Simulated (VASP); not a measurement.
Set up this calculation in VASP 6.6.1, as the native input.

| Property | Result |
| --- | --- |
| Task | single point |
| Functional | PBE |
| Potentials or basis | VASP PAW PBE potentials, release 64 (Pd) |
| Cutoff | 520 eV |
| k mesh | 12 × 12 × 12 |
| Occupations | fermi-dirac, width 0.05 eV |
| Spin | no spin polarisation |
| Dipole correction | no |
| Further INCAR settings | ALGO = Fast; EDIFF = 1e-07; NBANDS = 11 |

The structure of Pd lies in POSCAR:

```
Pd
1.0
   -1.5510313546      1.5510313546      1.5510313546
    1.5510313546     -1.5510313546      1.5510313546
    1.5510313546      1.5510313546     -1.5510313546
Pd
1
Direct
    0.0000000000      0.0000000000      0.0000000000
```

This cell differs from its parent crystal: volume scaled by 0.96.

The input as run:

INCAR

```
SYSTEM = Pd
ALGO = Fast
EDIFF = 1E-7
ENCUT = 520
GGA = PE
ISIF = 2
ISMEAR = -1
LASPH = .TRUE.
LCHARG = .FALSE.
LREAL = .FALSE.
LWAVE = .FALSE.
NBANDS = 11
NELM = 60
PREC = Accurate
SIGMA = 0.05
```

KPOINTS

```
k-points
0
G
  12 12 12
  0 0 0
```

Potentials or basis: VASP PAW PBE potentials, release 64 (Pd).

The run is started by

```console
$ cat potpaw_PBE.64/Pd/POTCAR > POTCAR
$ mpirun -np 1 vasp_std > vasp.out
```

It gave:

The pressure is 5.8 GPa and the band gap on the k mesh is zero (band 5 reaches 10.18 eV, above the bottom of band 6 at 8.52 eV).

Wall time 5.1 s on 1 thread of Intel(R) Xeon(R) 6975P-C (Granite Rapids) (shared host), peak memory 0.13 GiB.
